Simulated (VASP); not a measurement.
Wanted: the native input for a VASP 6.6.1 run.

```
Task                   : single point
Functional             : PBE
Potentials or basis    : VASP PAW PBE potentials, release 64 (Zn, S)
Cutoff                 : 520 eV
k mesh                 : 8 × 8 × 2
Occupations            : gaussian, width 0.05 eV
Spin                   : no spin polarisation
Dipole correction      : no
Further INCAR settings : ALGO = Normal; EDIFF = 1e-06; NBANDS = 46
```

The structure of ZnS lies in POSCAR:

```
ZnS
1.0
   -3.8467234434      0.0000000000      0.0000000000
   -1.9233617217     -3.3313602233      0.0000000000
   -2.8850425825     -1.6656801117     12.5902250239
Zn S
4 4
Direct
   -0.3281251735     -0.3281251735      0.6562503469
   -0.0781251735     -0.0781251735      0.1562503469
   -0.1197789235     -0.1197789235      0.9062245137
    0.4635544098      0.4635544098      0.4062245137
   -0.4217448489     -0.4217448489      0.8434896978
   -0.1717448489      0.8282551511      0.3434896978
    0.2864156126      0.2864156126      0.0938354415
    0.3697489459      0.3697489459      0.5938354415
```

One way to write it, as run:

INCAR

```
PREC     = Accurate       # precision mode
ENCUT    = 520            # plane-wave cutoff, eV
EDIFF    = 1E-6           # SCF threshold, eV
ISMEAR   = 0              # smearing method
SIGMA    = 0.05           # smearing width, eV
LREAL    = False          # projectors in reciprocal space
LASPH    = True           # aspherical terms in the spheres
NELM     = 60             # most SCF steps
ALGO     = Normal         # electronic algorithm
ISIF     = 2              # what is computed and relaxed
LWAVE    = False          # write WAVECAR
LCHARG   = False          # write CHGCAR
GGA      = PE             # functional
NBANDS   = 46             # bands
```

KPOINTS

```
regular mesh
0
Gamma
  8 8 2
```

Potentials or basis: VASP PAW PBE potentials, release 64 (Zn, S).

Run with:

```sh
$ cat potpaw_PBE.64/Zn/POTCAR potpaw_PBE.64/S/POTCAR > POTCAR
$ mpirun -np 1 vasp_std > vasp.out
```

It gave:

```json
{"Pressure": "-0.3 GPa", "Largest force": "0.463 eV/Å", "Band gap on the k mesh": "1.36 eV"}
```

Wall time 11 min on 1 thread of Intel Xeon 8259CL (shared host), peak memory 0.42 GiB.
